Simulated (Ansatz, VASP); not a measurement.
## Two plane-wave programs on SiC

```
Si C
1.0
     0.00000    2.17466    2.17466
     2.17466    0.00000    2.17466
     2.17466    2.17466    0.00000
Si C
1 1
Direct
  0.00000 0.00000 0.00000
  0.25000 0.25000 0.25000
```

Alike in both runs: functional HSE06; k mesh 6 × 6 × 6; occupations gaussian, width 0.02 eV; no spin polarisation.

Ansatz relaxed the structure, and its values are those at the end. VASP's run is a single point on that final structure, the one shown.

|  | VASP | Ansatz |
| --- | --- | --- |
| version | VASP 6.6.1 | Ansatz 0.2.0 |
| potentials or method | VASP PAW PBE potentials, release 64 (Si, C), cutoff 520 eV | scalar-relativistic, plane waves, PAW |
| valence electrons in the cell | 8 | 8 |

```tsv
	VASP	Ansatz	Ansatz less VASP
gap on the k mesh at the Fermi level (eV)	2.23	2.22	-0.004
least direct gap on the mesh (eV)	5.74	5.73	-0.010
pressure (GPa)	-0.4	0.0	+0.40
```

The functional is the same, so the differences come from potentials, cutoffs and numerics.
